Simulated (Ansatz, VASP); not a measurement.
One calculation of SnO, two programs

```
CELL_PARAMETERS angstrom
3.86776 0.00000 0.00000
0.00000 3.86776 0.00000
0.00000 0.00000 5.06998
ATOMIC_POSITIONS crystal
Sn 0.00000 0.50000 0.22871
Sn 0.50000 0.00000 0.77129
O 0.00000 0.00000 0.00000
O 0.50000 0.50000 0.00000
```

Alike in both runs: task single point; functional PBE; k mesh 10 × 10 × 8; occupations gaussian, width 0.02 eV; no spin polarisation.

```csv
,VASP,Ansatz
version,VASP 6.6.1,Ansatz 0.2.0
potentials or method,"VASP PAW PBE potentials, release 64 (Sn_d, O), cutoff 520 eV","scalar-relativistic, plane waves, PAW"
valence electrons in the cell,40,40
```

|  | VASP | Ansatz | Ansatz less VASP |
| --- | --- | --- | --- |
| gap on the k mesh at the Fermi level (eV) | 0.51 | 0.50 | -0.009 |
| least direct gap on the mesh (eV) | 1.91 | 1.94 | +0.030 |
| pressure (GPa) | 0.2 | 0.0 | -0.18 |
| rms of the force components (eV/Å) | 0.029 | 0.002 | -0.0275 |

Atom by atom the forces differ by 0.031 eV/Å (rms over components).
